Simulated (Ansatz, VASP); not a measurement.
**Sn2As3: VASP beside Ansatz**

```xyz
5
Lattice="4.4372 0.0000 0.0000 -2.2186 3.8427 0.0000 0.0000 0.0000 9.2273" Properties=species:S:1:pos:R:3 pbc="T T T"
Sn    0.0000    2.5618    0.0000
Sn    2.2186    1.2809    0.0000
As    2.2186    0.0000    4.6136
As   -1.1093    1.9214    4.6136
As    1.1093    1.9214    4.6136
```

Alike in both runs: task relaxation of cell and atoms; functional PBE; k mesh 6 × 6 × 2; occupations gaussian, width 0.1 eV; no spin polarisation.

|  | VASP | Ansatz |
| --- | --- | --- |
| version | VASP 6.6.1 | Ansatz 0.2.0 |
| potentials or method | VASP PAW PBE potentials, release 64 (Sn_d, As), cutoff 600 eV | scalar-relativistic, plane waves, PAW |
| valence electrons in the cell | 43 | 73 |

|  | VASP | Ansatz | Ansatz less VASP |
| --- | --- | --- | --- |
| gap on the k mesh at the Fermi level, each at its own relaxed structure (eV) | none | none | - |
| relaxed volume (Å³/atom) | 28.71 | 28.86 | +0.148 |
| relaxed cell length with the largest relative difference (Å) | 5.801 | 5.817 | +0.0161 |

A gap of «none» marks a metal or a gap that the smearing closes. VASP's potentials hold 43 valence electrons a cell and Ansatz's 73, so a difference there can come from the potentials and not from the codes.
